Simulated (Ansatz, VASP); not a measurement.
One calculation of HgTe, two programs

```
Hg Te
1.0
     0.00000    3.22350    3.19127
     3.22350    0.00000    3.19127
     3.22350    3.22350    0.00000
Hg Te
1 1
Direct
  0.00000 0.00000 0.00000
  0.25000 0.25000 0.25000
```

Change from the starting cell: z stretched by -1 %, ions relaxed.

Alike in both runs: functional PBE; k mesh 13 × 13 × 13; occupations fermi-dirac, width 0.05 eV; no spin polarisation.

Ansatz relaxed the structure, and its values are those at the end. VASP's run is a single point on that final structure, the one shown.

|  | VASP | Ansatz |
| --- | --- | --- |
| version | VASP 6.6.1 | Ansatz 0.2.0 |
| potentials or method | VASP PAW PBE potentials, release 64 (Hg, Te) | plane-wave PAW, scalar-relativistic |
| plane-wave cutoff (eV) | 520 | 420 |
| valence electrons in the cell | 18 | 36 |

Ansatz gave:

```
pressure (GPa) : 4.6
```

Task: Which values does VASP return?

Result: Pressure (GPa): 4.7.

VASP's potentials hold 18 valence electrons a cell and Ansatz's 36, so a difference there can come from the potentials and not from the codes. Ansatz's warnings: stress scf threshold loose.

Neither program's run includes spin-orbit coupling.
